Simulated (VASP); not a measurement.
A run of VASP 6.6.1 is set up as follows.

The input INCAR:

```
ALGO = Normal
EDIFF = 1E-7
ENCUT = 520
ISIF = 2
ISMEAR = 0
LASPH = T
LCHARG = F
LREAL = F
LWAVE = F
NBANDS = 13
NELM = 80
PREC = Accurate
SIGMA = 0.15
```

Contents of KPOINTS:

```
k-points
0
Gamma
  22 22 22
```

Contents of POSCAR:

```
W
1.0
   -1.5250962942      1.5250962942      1.5250962942
    1.5250962942     -1.5250962942      1.5250962942
    1.5250962942      1.5250962942     -1.5250962942
W
1
Direct
    0.0000000000      0.0000000000      0.0000000000
```

Potentials or basis: VASP PAW LDA potentials, release 64 (W_sv).

Run with:

```console
$ cat potpaw_LDA.64/W_sv/POTCAR > POTCAR
$ mpirun -np 1 vasp_std > vasp.out
```

(1) What does it give for the band gap on the k mesh?

(2) Predict the pressure.

Results:

(1) zero (bands 7 and 8 overlap by 7.47 eV).

(2) 35.5 GPa.

Caveat: the cell stands under pressure; spin-orbit coupling is left out, which moves the levels of the heavy elements.
